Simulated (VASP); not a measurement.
# MnPt2 (Pn-3m) in VASP: single point with PBE

Aim: the single point of MnPt2 with PBE.

All numbers are computed with VASP 6.6.1; they aren't measurements. Logs are shortened: lines on timing, memory, paths and dates and some standing lists are left out, and cuts for length are marked.

## 1. The cell of the first run

Symmetry: Pn-3m, No. 224, cubic system. The conventional cell has a = 5.131 Å, b = 5.131 Å, c = 5.131 Å, α = 90.00°, β = 90.00°, γ = 90.00°. Mn (site symmetry -43m) has 4 Pt at 2.22 Å within 2.9 Å. Within 2.9 Å of Pt (site symmetry -3m) lie 2 Mn at 2.22 Å.

## 2. Single point, PBE

INCAR reads:

```
  PREC = Accurate
  ENCUT = 520
  EDIFF = 1E-6
  ISMEAR = 0
  SIGMA = 0.1
  LREAL = F
  LASPH = T
  NELM = 100
  ALGO = Normal
  ISIF = 2
  LWAVE = F
  LCHARG = F
  GGA = PE
  NBANDS = 42
```

KPOINTS reads:

```
regular mesh
0
Gamma
  4 4 4
```

POSCAR reads:

```
MnPt2
1.0
    5.1306720644      0.0000000000      0.0000000000
    0.0000000000      5.1306720644      0.0000000000
    0.0000000000      0.0000000000      5.1306720644
Mn Pt
2 4
Direct
    0.0000000000      0.0000000000      0.0000000000
    0.5000000000      0.5000000000      0.5000000000
    0.2500000000      0.2500000000      0.2500000000
    0.2500000000      0.7500000000      0.7500000000
    0.7500000000      0.7500000000      0.2500000000
    0.7500000000      0.2500000000      0.7500000000
```

Potentials or basis: VASP PAW PBE potentials, release 64 (Mn_pv, Pt).

The run is started by

```console
cat potpaw_PBE.64/Mn_pv/POTCAR potpaw_PBE.64/Pt/POTCAR > POTCAR
mpirun -np 1 vasp_std > vasp.out
```

OUTCAR:

```text
PREC = Accurate
   ENCUT = 520
   EDIFF = 1E-6
   ISMEAR = 0
   LREAL = F
   LASPH = T
   NELM = 100
   ISIF = 2
   GGA = PE

 ion  position               nearest neighbor table
   1  0.000  0.000  0.000-   3 2.22   4 2.22   5 2.22   6 2.22
   2  0.500  0.500  0.500-   3 2.22   4 2.22   5 2.22   6 2.22
   3  0.250  0.250  0.250-   1 2.22   2 2.22
   4  0.250  0.750  0.750-   1 2.22   2 2.22
   5  0.750  0.750  0.250-   1 2.22   2 2.22
   6  0.750  0.250  0.750-   1 2.22   2 2.22

  LATTYP: Found a simple cubic cell.
 ALAT       =     5.1306720644

  Lattice vectors:

 A1 = (   5.1306720644,   0.0000000000,   0.0000000000)
 A2 = (   0.0000000000,   5.1306720644,   0.0000000000)
 A3 = (   0.0000000000,   0.0000000000,   5.1306720644)

Analysis of symmetry for initial positions (statically):
=====================================================================
 Subroutine PRICEL returns:
 Original cell was already a primitive cell.

 Routine SETGRP: Setting up the symmetry group for a
 simple cubic supercell.

 Subroutine GETGRP returns: Found 48 space group operations
 (whereof 24 operations were pure point group operations)
 out of a pool of 48 trial point group operations.

The static configuration has the point symmetry T_d .
 The point group associated with its full space group is O_h .

Analysis of symmetry for dynamics (positions and initial velocities):
=====================================================================
 Subroutine PRICEL returns:
 Original cell was already a primitive cell.

 Routine SETGRP: Setting up the symmetry group for a
 simple cubic supercell.

 Subroutine GETGRP returns: Found 48 space group operations
 (whereof 24 operations were pure point group operations)
 out of a pool of 48 trial point group operations.

The dynamic configuration has the point symmetry T_d .
 The point group associated with its full space group is O_h .

 Subroutine INISYM returns: Found 48 space group operations
 (whereof 24 operations are pure point group operations),
 and found     1 'primitive' translations

----------------------------------------------------------------------------------------

                                     Primitive cell

  volume of cell :     135.0588

  direct lattice vectors                    reciprocal lattice vectors
     5.130672064  0.000000000  0.000000000     0.194906240  0.000000000  0.000000000
     0.000000000  5.130672064  0.000000000     0.000000000  0.194906240  0.000000000
     0.000000000  0.000000000  5.130672064     0.000000000  0.000000000  0.194906240

  length of vectors
     5.130672064  5.130672064  5.130672064     0.194906240  0.194906240  0.194906240

  position of ions in fractional coordinates (direct lattice)
     0.000000000  0.000000000  0.000000000
     0.500000000  0.500000000  0.500000000
     0.250000000  0.250000000  0.250000000
     0.250000000  0.750000000  0.750000000
     0.750000000  0.750000000  0.250000000
     0.750000000  0.250000000  0.750000000

  ion indices of the primitive-cell ions
   primitive index   ion index
                 1           1
                 2           2
                 3           3
                 4           4
                 5           5
                 6           6

----------------------------------------------------------------------------------------

 KPOINTS: regular mesh

Automatic generation of k-mesh.
 Grid dimensions read from file:
 generate k-points for:    4    4    4

 Generating k-lattice:

  Cartesian coordinates                     Fractional coordinates (reciprocal lattice)
     0.048726560  0.000000000  0.000000000     0.250000000  0.000000000  0.000000000
     0.000000000  0.048726560  0.000000000     0.000000000  0.250000000  0.000000000
     0.000000000  0.000000000  0.048726560     0.000000000  0.000000000  0.250000000

  Length of vectors
     0.048726560  0.048726560  0.048726560

  Shift w.r.t. Gamma in fractional coordinates (k-lattice)
     0.000000000  0.000000000  0.000000000

 Subroutine IBZKPT returns following result:
 ===========================================

 Found     10 irreducible k-points:

 Following reciprocal coordinates:
            Coordinates               Weight
  0.000000  0.000000  0.000000      1.000000
  0.250000  0.000000  0.000000      6.000000
  0.500000  0.000000  0.000000      3.000000
  0.250000  0.250000  0.000000     12.000000
  0.500000  0.250000  0.000000     12.000000
  0.500000  0.500000  0.000000      3.000000
  0.250000  0.250000  0.250000      8.000000
  0.500000  0.250000  0.250000     12.000000
  0.500000  0.500000  0.250000      6.000000
  0.500000  0.500000  0.500000      1.000000
   k-points           NKPTS =     10   k-points in BZ     NKDIM =     10   number of bands    NBANDS=     42
   number of dos      NEDOS =    301   number of ions     NIONS =      6
   total plane-waves  NPLWV =  64000
   dimension x,y,z NGX =    40 NGY =   40 NGZ =   40
   dimension x,y,z NGXF=    80 NGYF=   80 NGZF=   80
   ions per type =               2   4
   NGX,Y,Z   is equivalent  to a cutoff of  12.96, 12.96, 12.96 a.u.
   NGXF,Y,Z  is equivalent  to a cutoff of  25.92, 25.92, 25.92 a.u.
 SYSTEM =  unknown system
   PREC   = accura    normal or accurate (medium, high low for compatibility)
   ISTART =      0    job   : 0-new  1-cont  2-samecut
   ICHARG =      2    charge: 1-file 2-atom 10-const
   ISPIN  =      1    spin polarized calculation?
   LNONCOLLINEAR =      F non collinear calculations
   LSORBIT =      F    spin-orbit coupling
   LASPH  =      T    aspherical Exc in radial PAW
   ENCUT  =  520.0 eV  38.22 Ry    6.18 a.u.   9.54  9.54  9.54*2*pi/ulx,y,z
   NELM   =    100;   NELMIN=  2; NELMDL= -5     # of ELM steps
   EDIFF  = 0.1E-05   stopping-criterion for ELM
   LREAL  =      F    real-space projection
   EDIFFG = 0.1E-04   stopping-criterion for IOM
   NSW    =      0    number of steps for IOM
   IBRION =     -1    ionic relax: 0-MD 1-quasi-New 2-CG
   NFREE  =      0    steps in history (QN), initial steepest desc. (CG)
   ISIF   =      2    stress and relaxation
   ISYM   =      2    0-nonsym 1-usesym 2-fastsym
   POTIM  = 0.5000    time-step for ionic-motion
   TEBEG  =    0.0;   TEEND  =   0.0 temperature during run
   PSTRESS=    0.0 pullay stress
   NELECT =      66.0000    total number of electrons
   NUPDOWN=      -1.0000    fix difference up-down
   EMIN   =  10.00;   EMAX   =-10.00  energy-range for DOS
   EFERMI =   0.00;   METHOD = LEGACY
   ISMEAR =     0;   SIGMA  =   0.10  broadening in eV -4-tet -1-fermi 0-gaus
   EFERMI_NEDOS =   21; number of points for ismear=-14 and -15
   IALGO  =     38    algorithm
   IMIX   =      4    mixing-type and parameters
     AMIX     =   0.40;   BMIX     =  1.00
     AMIX_MAG =   1.60;   BMIX_MAG =  1.00
  volume/ion in A,a.u.               =      22.51       151.90
  Fermi-wavevector in a.u.,A,eV,Ry     =   1.289482  2.436767 22.623269  1.662763
  Thomas-Fermi vector in A             =   2.421372
   LORBIT       =      0    0 simple, 1 ext, 2 COOP (PROOUT), +10 PAW based schemes
   GGA     = PE    functional components
   LHFCALC =     F    Hartree Fock is set to
   AEXX    =    0.0000 exact exchange contribution
   IVDW    =     0    specifies the selected vdW correction
   LEPSILON=     F    determine dielectric tensor
   LRPA    =     F    only Hartree local field effects (RPA)
 non-spin polarized calculation
 Gauss-broadening in eV      SIGMA  =   0.10
  energy-cutoff  :      520.00
  volume of cell :      135.06
 maximum number of plane-waves:      3743
 NGX is ok and might be reduce to    40
   NGX = 19   NGY = 19   NGZ = 19

 number of electron      65.9999979 magnetization

 Free energy of the ion-electron system (eV)
  ---------------------------------------------------
  ext. energy  EPLUGINS =         0.00000000
  ---------------------------------------------------
  free energy    TOTEN  =       -31.41007303 eV

  energy without entropy =      -31.35476054  energy(sigma->0) =      -31.38241678

 E-fermi :   4.5139     XC(G=0): -10.4637

 val. band max:        4.4902415909   @ k =   0.5000   0.2500   0.2500
 cond. band min:       4.5762285582   @ k =   0.5000   0.2500   0.0000
 fundamental gap:      0.0859869673
 Fermi energy:         4.5139404501

 k-point     1 :       0.0000    0.0000    0.0000
  band No.  band energies     occupation
      1     -43.5320      2.00000
      2     -43.5320      2.00000
      3     -43.5320      2.00000
      4     -43.5029      2.00000
      5     -43.5029      2.00000
      6     -43.5029      2.00000
[... 34 lines left out ...]
     41       7.4921      0.00000
     42       7.6665      0.00000

 k-point     2 :       0.2500    0.0000    0.0000
  band No.  band energies     occupation
      1     -43.5315      2.00000
      2     -43.5315      2.00000
      3     -43.5277      2.00000
      4     -43.5071      2.00000
      5     -43.5033      2.00000
      6     -43.5033      2.00000
[... 34 lines left out ...]
     41       7.3574      0.00000
     42       8.1314      0.00000

 k-point     3 :       0.5000    0.0000    0.0000
  band No.  band energies     occupation
      1     -43.5310      2.00000
      2     -43.5310      2.00000
      3     -43.5174      2.00000
      4     -43.5174      2.00000
      5     -43.5037      2.00000
      6     -43.5037      2.00000
[... 34 lines left out ...]
     41       8.2960      0.00000
     42       8.2960      0.00000

 k-point     4 :       0.2500    0.2500    0.0000
  band No.  band energies     occupation
      1     -43.5316      2.00000
      2     -43.5312      2.00000
      3     -43.5243      2.00000
      4     -43.5105      2.00000
      5     -43.5036      2.00000
      6     -43.5032      2.00000
[... 34 lines left out ...]
     41       7.8771      0.00000
     42       8.4347      0.00000

 k-point     5 :       0.5000    0.2500    0.0000
  band No.  band energies     occupation
      1     -43.5311      2.00000
      2     -43.5311      2.00000
      3     -43.5174      2.00000
      4     -43.5174      2.00000
      5     -43.5037      2.00000
      6     -43.5037      2.00000
[... 34 lines left out ...]
     41       8.2661      0.00000
     42       8.2661      0.00000

 k-point     6 :       0.5000    0.5000    0.0000
  band No.  band energies     occupation
      1     -43.5312      2.00000
      2     -43.5312      2.00000
      3     -43.5174      2.00000
      4     -43.5174      2.00000
      5     -43.5036      2.00000
      6     -43.5036      2.00000
[... 34 lines left out ...]
     41       8.7731      0.00000
     42       8.7731      0.00000

 k-point     7 :       0.2500    0.2500    0.2500
  band No.  band energies     occupation
      1     -43.5315      2.00000
      2     -43.5315      2.00000
      3     -43.5239      2.00000
      4     -43.5109      2.00000
      5     -43.5033      2.00000
      6     -43.5033      2.00000
[... 34 lines left out ...]
     41       6.7786      0.00000
     42       8.2477      0.00000

 k-point     8 :       0.5000    0.2500    0.2500
  band No.  band energies     occupation
      1     -43.5314      2.00000
      2     -43.5313      2.00000
      3     -43.5245      2.00000
      4     -43.5104      2.00000
      5     -43.5035      2.00000
      6     -43.5034      2.00000
[... 34 lines left out ...]
     41       6.7995      0.00000
     42       6.9741      0.00000

 k-point     9 :       0.5000    0.5000    0.2500
  band No.  band energies     occupation
      1     -43.5315      2.00000
      2     -43.5315      2.00000
      3     -43.5276      2.00000
      4     -43.5072      2.00000
      5     -43.5033      2.00000
      6     -43.5033      2.00000
[... 34 lines left out ...]
     41       7.1627      0.00000
     42       7.7051      0.00000

 k-point    10 :       0.5000    0.5000    0.5000
  band No.  band energies     occupation
      1     -43.5318      2.00000
      2     -43.5318      2.00000
      3     -43.5318      2.00000
      4     -43.5030      2.00000
      5     -43.5030      2.00000
      6     -43.5030      2.00000
[... 34 lines left out ...]
     41       5.9660      0.00000
     42       7.2915      0.00000

------------------------ aborting loop because EDIFF is reached ----------------------------------------

  FORCE on cell =-STRESS in cart. coord.  units (eV):
  Direction    XX          YY          ZZ          XY          YZ          ZX
  --------------------------------------------------------------------------------------
  -------------------------------------------------------------------------------------
  Total        0.2942682      0.2942682      0.2942682      0.0000000     -0.0000000      0.0000000
  in kB        3.4908493      3.4908493      3.4908493      0.0000000     -0.0000000      0.0000000
  external PRESSURE =       3.4908493 kB  Pullay stress =       0.0000000 kB

 VOLUME and BASIS-vectors are now :
 -----------------------------------------------------------------------------
  energy-cutoff  :      520.00
  volume of cell :      135.06
      direct lattice vectors                 reciprocal lattice vectors
     5.130672064  0.000000000  0.000000000     0.194906240  0.000000000  0.000000000
     0.000000000  5.130672064  0.000000000     0.000000000  0.194906240  0.000000000
     0.000000000  0.000000000  5.130672064     0.000000000  0.000000000  0.194906240

 POSITION                                       TOTAL-FORCE (eV/Angst)
 -----------------------------------------------------------------------------------
      0.00000      0.00000      0.00000        -0.000000     -0.000000      0.000000
      2.56534      2.56534      2.56534        -0.000000      0.000000     -0.000000
      1.28267      1.28267      1.28267         0.000000     -0.000000     -0.000000
      1.28267      3.84800      3.84800        -0.000000      0.000000     -0.000000
      3.84800      3.84800      1.28267        -0.000000      0.000000     -0.000000
      3.84800      1.28267      3.84800        -0.000000      0.000000      0.000000
 -----------------------------------------------------------------------------------
    total drift:                                0.000000      0.000000     -0.000000

  FREE ENERGIE OF THE ION-ELECTRON SYSTEM (eV)
  ---------------------------------------------------
  free  energy   TOTEN  =       -31.4100730273 eV

  energy  without entropy=      -31.3547605384  energy(sigma->0) =      -31.38241678
```

Wall time 71 s (1 thread of Intel Xeon Platinum 8375C at 2.90GHz (Ice Lake), shared host); peak memory 0.26 GiB.

What came out:

- Free energy: -31.4101 eV
- Pressure: 0.3 GPa
- Band gap on the k mesh: zero (bands 33 and 34 overlap by 0.86 eV)

Caveat: spin-orbit coupling is left out, which moves the levels of the heavy elements; the run has no spin polarisation, though such a crystal can be magnetic. Spin polarisation is off, so any magnetic state and its effect on volume and gap are missing.

The gap in the log of VASP goes by the Fermi energy; the results here count the filled bands.